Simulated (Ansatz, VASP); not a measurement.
# HfN in VASP and in Ansatz

INCAR

```
SYSTEM = HfN
PREC = Accurate ; ENCUT = 600
EDIFF = 1E-7 ; ISMEAR = -1
SIGMA = 0.05 ; LREAL = .FALSE.
LASPH = .TRUE. ; NELM = 120
ALGO = Normal ; ISIF = 3
LWAVE = .FALSE. ; LCHARG = .FALSE.
GGA = PE ; IVDW = 13
IBRION = 2 ; NSW = 60
EDIFFG = -0.01 ; GGA_COMPAT = .FALSE.
NELMIN = 4
```

The input KPOINTS:

```
Automatic mesh
0
G
  10 10 10
  0 0 0
```

Contents of POSCAR:

```
HfN
1.0
    0.0000000000      2.2560000000      2.2560000000
    2.2560000000      0.0000000000      2.2560000000
    2.2560000000      2.2560000000      0.0000000000
Hf N
1 1
Direct
    0.0000000000      0.0000000000      0.0000000000
    0.5000000000      0.5000000000      0.5000000000
```

The input input.yaml:

```yaml
crystal:
  lattice:
    - [0.0, 2.256, 2.256]
    - [2.256, 0.0, 2.256]
    - [2.256, 2.256, 0.0]
  atoms:
    - { symbol: Hf, position: [0.0, 0.0, 0.0] }
    - { symbol: "N", position: [0.5, 0.5, 0.5] }
hamiltonian:
  xc: pbe
  pseudopotentials: { kind: paw }
  dispersion: d4
kpoints:
  mp_grid: { grid: [10, 10, 10] }
scf:
  occupations: { method: fermi_dirac, width: 0.05 }
output:
  forces: true
  stress: true
  write_density: true
  write_potential: true
  elf: true
  volumetric_format: npy
relax:
  f_tol: 0.01
  max_steps: 40
  cell: { stress_tol: 0.05 }
```

Alike in both runs: task relaxation of cell and atoms; functional PBE; dispersion D4; k mesh 10 × 10 × 10; occupations fermi-dirac, width 0.05 eV; no spin polarisation.

|  | VASP | Ansatz |
| --- | --- | --- |
| version | VASP 6.6.1 | Ansatz 0.2.0 |
| potentials or method | VASP PAW PBE potentials, release 64 (Hf_pv, N) | Ansatz PAW |
| plane-wave cutoff (eV) | 600 | 420 |
| valence electrons in the cell | 15 | 31 |

VASP gave:

```
gap on the k mesh at the Fermi level, each at its own relaxed structure (eV) : none
relaxed volume (Å³/atom)                                                     : 11.45
relaxed length of the cell vector where the two differ most in proportion (Å)              : 3.188
```

**Question.** Estimate Ansatz's values.

**Answer.** gap on the k mesh at the Fermi level, each at its own relaxed structure (eV): none; relaxed volume (Å³/atom): 11.56; relaxed length of the cell vector where the two differ most in proportion (Å): 3.197.

A gap of «none» marks a metal or a gap that the smearing closes. VASP's potentials hold 15 valence electrons a cell and Ansatz's 31, so a difference there can come from the potentials and not from the codes.

Spin-orbit coupling is off throughout. Noted on Ansatz's run: the plane-wave basis is chosen anew once the cell has moved, so the energies of steps on either side of that aren't comparable.
